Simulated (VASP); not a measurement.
Wanted: the native input for a VASP 6.6.1 run.

| Item | Value |
| --- | --- |
| Task | single point |
| Functional | PBEsol |
| Potentials or basis | VASP PAW PBE potentials, release 64 (Ta_pv) |
| Cutoff | 520 eV |
| k mesh | 12 × 12 × 12 |
| Occupations | fermi-dirac, width 0.15 eV |
| Spin | no spin polarisation |
| Dipole correction | no |
| Further INCAR settings | ALGO = Normal; EDIFF = 1e-07; NBANDS = 12 |

The structure of Ta lies in POSCAR:

```
Ta
1.0
   -1.6836662614      1.6836662614      1.6836662614
    1.6836662614     -1.6836662614      1.6836662614
    1.6836662614      1.6836662614     -1.6836662614
Ta
1
Direct
    0.0000000000      0.0000000000      0.0000000000
```

The input as run:

INCAR

```
SYSTEM = Ta
PREC = Accurate ; ENCUT = 520
EDIFF = 1E-7 ; ISMEAR = -1
SIGMA = 0.15 ; LREAL = .False.
LASPH = .True. ; NELM = 80
ALGO = Normal ; ISIF = 2
LWAVE = .False. ; LCHARG = .False.
GGA = PS ; NBANDS = 12
```

KPOINTS

```
Automatic mesh
0
Gamma
  12 12 12
  0 0 0
```

Potentials or basis: VASP PAW PBE potentials, release 64 (Ta_pv).

The run is started by

```console
$ cat potpaw_PBE.64/Ta_pv/POTCAR > POTCAR
$ mpirun -np 1 vasp_std > vasp.out
```

Results of the run:

```yaml
Pressure: -13.4 GPa
```

Caveat: the PAW data sets were made with another functional, which shifts forces and pressure a little.

Wall time 17 s on 1 thread of Intel(R) Xeon(R) Platinum 8375C CPU @ 2.90GHz (Ice Lake), on a shared host, peak memory 0.15 GiB.
